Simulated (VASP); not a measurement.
# PtSe2 (P-3m1) in VASP: a series of runs, part 2 of 2

VASP 6.6.1. Earlier steps stand in the parts before.

**5. Single point, r2SCAN+rVV10**

This run uses another cell than the first one, of 21.08 Å³/atom.

POSCAR reads:

```
PtSe2
1.0
    3.7730056198      0.0000000000      0.0000000000
   -1.8865028099      3.2675187154      0.0000000000
    0.0000000000      0.0000000000      5.1286129021
Pt Se
1 2
Direct
    0.0000000000      0.0000000000      0.0000000000
    0.6666666667      0.3333333333      0.7500000000
    0.3333333333      0.6666666667      0.2500000000
```

INCAR.step1 reads:

```
ALGO     = Normal         # electronic algorithm
EDIFF    = 1E-4           # SCF threshold, eV
ENCUT    = 520            # plane-wave cutoff, eV
GGA      = PE             # functional
ISMEAR   = -1             # smearing method
LASPH    = True           # aspherical terms in the spheres
LCHARG   = False          # write CHGCAR
LREAL    = False          # projectors in reciprocal space
LWAVE    = True           # write WAVECAR
NBANDS   = 18             # bands
NELM     = 100            # most SCF steps
PREC     = Accurate       # precision mode
SIGMA    = 0.05           # smearing width, eV
```

INCAR.step2 reads:

```
ALGO     = Normal         # electronic algorithm
BPARAM   = 11.95        
CPARAM   = 0.0093       
EDIFF    = 1E-6           # SCF threshold, eV
ENCUT    = 520            # plane-wave cutoff, eV
ISIF     = 2              # what is computed and relaxed
ISMEAR   = -1             # smearing method
ISTART   = 1            
IVDW_NL  = 2            
LASPH    = True           # aspherical terms in the spheres
LCHARG   = True           # write CHGCAR
LELF     = True           # ELF
LMIXTAU  = True         
LREAL    = False          # projectors in reciprocal space
LUSE_VDW = True         
LVHAR    = True         
LWAVE    = False          # write WAVECAR
METAGGA  = R2SCAN         # meta-GGA
NBANDS   = 18             # bands
NELM     = 100            # most SCF steps
PREC     = Accurate       # precision mode
SIGMA    = 0.05           # smearing width, eV
```

KPOINTS reads:

```
k-points
0
Gamma
  8 8 5
```

Potentials or basis: VASP PAW PBE potentials, release 64 (Pt, Se).

Command:

```
cat potpaw_PBE.64/Pt/POTCAR potpaw_PBE.64/Se/POTCAR > POTCAR
cp INCAR.step1 INCAR
mpirun -np 1 vasp_std > vasp.out
cp INCAR.step2 INCAR
mpirun -np 1 vasp_std > vasp.out
```

OUTCAR:

```text
BPARAM = 11.95
   EDIFF = 1E-6
   ENCUT = 520
   ISIF = 2
   ISMEAR = -1
   ISTART = 1
   IVDW_NL = 2
   LASPH = True
   LREAL = False
   METAGGA = R2SCAN
   NELM = 100
   PREC = Accurate

 ion  position               nearest neighbor table
   1  0.000  0.000  0.000-   2 2.53   3 2.53   2 2.53   3 2.53   2 2.53   3 2.53
   2  0.667  0.333  0.750-   1 2.53   1 2.53   1 2.53
   3  0.333  0.667  0.250-   1 2.53   1 2.53   1 2.53

  LATTYP: Found a hexagonal cell.
 ALAT       =     3.7730056198
 C/A-ratio  =     1.3592910849

  Lattice vectors:

 A1 = (   3.7730056198,   0.0000000000,   0.0000000000)
 A2 = (  -1.8865028099,   3.2675187154,   0.0000000000)
 A3 = (   0.0000000000,   0.0000000000,   5.1286129021)

Analysis of symmetry for initial positions (statically):
=====================================================================
 Subroutine PRICEL returns:
 Original cell was already a primitive cell.

 Routine SETGRP: Setting up the symmetry group for a
 hexagonal supercell.

[... 162 lines left out ...]
  ---------------------------------------------------
  ext. energy  EPLUGINS =         0.00000000
  ---------------------------------------------------
  free energy    TOTEN  =       -81.00848318 eV

  energy without entropy =      -81.00527237  energy(sigma->0) =      -81.00687777

 E-fermi :   5.8661     XC(G=0): -11.1110

 val. band max:        5.7755146185   @ k =   0.0000   0.1250   0.2000
 cond. band min:       5.9815601752   @ k =  -0.1250   0.3750   0.2000
 fundamental gap:      0.2060455567
 Fermi energy:         5.8660883300

 k-point     1 :       0.0000    0.0000    0.0000
  band No.  band energies     occupation
      1     -10.1960      2.00000
      2      -7.4714      2.00000
      3      -1.3533      2.00000
      4      -0.6626      2.00000
      5      -0.6626      2.00000
      6       1.7506      2.00000
[... 481 lines left out ...]
      5       0.0286      2.00000
      6       0.8206      2.00000
[... 10 lines left out ...]
     17      14.6956      0.00000
     18      15.2288      0.00000

 [... further k-points ...]
[... 5 lines left out ...]
  --------------------------------------------------------------------------------------
  -------------------------------------------------------------------------------------
  Total       -0.7067352     -0.7067352     -0.0504443      0.0000000      0.0000000      0.0000000
  in kB      -17.9086096    -17.9086096     -1.2782543      0.0000000      0.0000000      0.0000000
  external PRESSURE =     -12.3651578 kB  Pullay stress =       0.0000000 kB

 VOLUME and BASIS-vectors are now :
 -----------------------------------------------------------------------------
  energy-cutoff  :      520.00
  volume of cell :       63.23
      direct lattice vectors                 reciprocal lattice vectors
     3.773005620  0.000000000  0.000000000     0.265040687  0.153021312  0.000000000
    -1.886502810  3.267518715  0.000000000     0.000000000  0.306042624  0.000000000
     0.000000000  0.000000000  5.128612902     0.000000000  0.000000000  0.194984496

 POSITION                                       TOTAL-FORCE (eV/Angst)
 -----------------------------------------------------------------------------------
      0.00000      0.00000      0.00000        -0.000000      0.000000      0.000000
      1.88650      1.08917      3.84646         0.000000     -0.000000      0.022241
     -0.00000      2.17835      1.28215        -0.000000      0.000000     -0.022241
 -----------------------------------------------------------------------------------
    total drift:                               -0.000000     -0.000000     -0.000000

  FREE ENERGIE OF THE ION-ELECTRON SYSTEM (eV)
  ---------------------------------------------------
  free  energy   TOTEN  =       -81.0084831776 eV

  energy  without entropy=      -81.0052723714  energy(sigma->0) =      -81.00687777
```

OSZICAR.step1:

```text
N       E                     dE             d eps       ncg     rms          rms(c)
DAV:   1     0.110187292766E+03    0.11019E+03   -0.10033E+04  1472   0.107E+03
DAV:   2    -0.986368026480E+01   -0.12005E+03   -0.11610E+03  1786   0.210E+02
DAV:   3    -0.150070075260E+02   -0.51433E+01   -0.51060E+01  1776   0.435E+01
DAV:   4    -0.150462570601E+02   -0.39250E-01   -0.39235E-01  1796   0.412E+00
DAV:   5    -0.150466997779E+02   -0.44272E-03   -0.44271E-03  1692   0.419E-01    0.120E+01
DAV:   6    -0.145014193109E+02    0.54528E+00   -0.43174E+00  1490   0.188E+01    0.760E+00
DAV:   7    -0.142757885914E+02    0.22563E+00   -0.86278E-01  1466   0.895E+00    0.367E+00
DAV:   8    -0.142599105189E+02    0.15878E-01   -0.50306E-02  1582   0.157E+00    0.830E-01
DAV:   9    -0.142579333794E+02    0.19771E-02   -0.65845E-03  1658   0.768E-01    0.184E-01
DAV:  10    -0.142581177819E+02   -0.18440E-03   -0.11146E-03  1672   0.210E-01    0.413E-02
DAV:  11    -0.142581187905E+02   -0.10086E-05   -0.47230E-05   834   0.631E-02
   1 F= -.14258119E+02 E0= -.14255371E+02  d E =-.549465E-02
```

Run time: 7.3 min. Hardware: 1 thread of AMD EPYC 7R13, shared host; peak memory 0.3 GiB.

Results:

| Quantity | Value |
| --- | --- |
| Free energy | -81.0085 eV |
| Pressure | -1.2 GPa |
| Largest force | 0.022 eV/Å |
| Band gap on the k mesh | zero (bands 11 and 12 overlap by 0.17 eV) |

Forces on the atoms (eV/Å):
```
Pt   0.000  0.000  0.000
Se   0.000  0.000  0.022
Se   0.000  0.000 -0.022
```

Levels at points of the mesh, in eV from the Fermi level:
| k point | band 8 | band 9 | band 10 | band 11 | band 12 | band 13 | band 14 | band 15 |
| --- | --- | --- | --- | --- | --- | --- | --- | --- |
| (0.00, 0.00, 0.00) | -2.71 | -1.21 | -1.21 | 0.29 | 1.39 | 1.39 | 4.00 | 4.36 |
| (0.50, 0.00, 0.00) | -3.66 | -3.62 | -3.56 | -3.08 | 0.65 | 2.24 | 4.86 | 6.21 |

Caveat: the PAW data sets were made with another functional, which shifts forces and pressure a little; spin-orbit coupling is left out, which moves the levels of the heavy elements.

**6. Summary**

```csv
task,level,cell,cutoff (eV),gap on the mesh (eV),pressure (GPa),largest force (eV/Å)
relaxation of cell and atoms,PBEsol,"relaxed from a = 3.724, b = 3.724, c = 5.062 Å, angles 90.0, 90.0, 120.0°, 3 atoms",600,none,0.0,0.01
single point,r2SCAN+rVV10,"a = 3.749, b = 3.749, c = 5.096 Å, angles 90.0, 90.0, 120.0°, 3 atoms",520,none,1.2,0.20
single point,r2SCAN+rVV10,"a = 3.773, b = 3.773, c = 5.129 Å, angles 90.0, 90.0, 120.0°, 3 atoms",520,none,-1.2,0.02
```

Alike in all rows: potentials or basis VASP PAW PBE potentials, release 64 (Pt, Se); no spin polarisation; k mesh 8 × 8 × 5; smearing fermi-dirac 0.05 eV.

Caveats: the PAW data sets were made with another functional, which shifts forces and pressure a little; spin-orbit coupling is left out, which moves the levels of the heavy elements.

Absolute energies hang on the potentials; compare differences alone.
